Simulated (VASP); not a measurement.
The system is RbAgBr2.

```
CELL_PARAMETERS angstrom
4.51799 0.00000 0.00000
0.00000 4.51799 0.00000
0.00000 0.00000 6.35632
ATOMIC_POSITIONS crystal
Rb 0.00000 0.00000 0.00000
Br 0.00000 0.00000 0.50000
Br 0.50000 0.50000 0.00000
Ag 0.50000 0.50000 0.50000
```

Base run:

* Program: VASP 6.6.1
* Functional: r2SCAN
* Potentials or basis: VASP PAW PBE potentials, release 64 (Rb_sv, Br, Ag)
* Cutoff: 520 eV
* k mesh: 6 × 6 × 4
* Occupations: gaussian, width 0.01 eV
* Spin: no spin polarisation

Its results: band gap on the k mesh 1.71 eV (least direct gap 2.38 eV); pressure 0.0 GPa.

Q: The run is repeated on the same cell with these changes: functional from r2SCAN to PBE; further incar settings from ALGO = Normal; EDIFF = 1e-06; NBANDS = 25 to ALGO = Normal; EDIFF = 1e-07; NBANDS = 25. What comes out?

A: Band gap on the k mesh 1.18 eV (least direct gap 1.81 eV); pressure 0.8 GPa.

Caveats: the PAW data sets were made with another functional, which shifts forces and pressure a little (at least some runs).

A k mesh can miss the band edges.
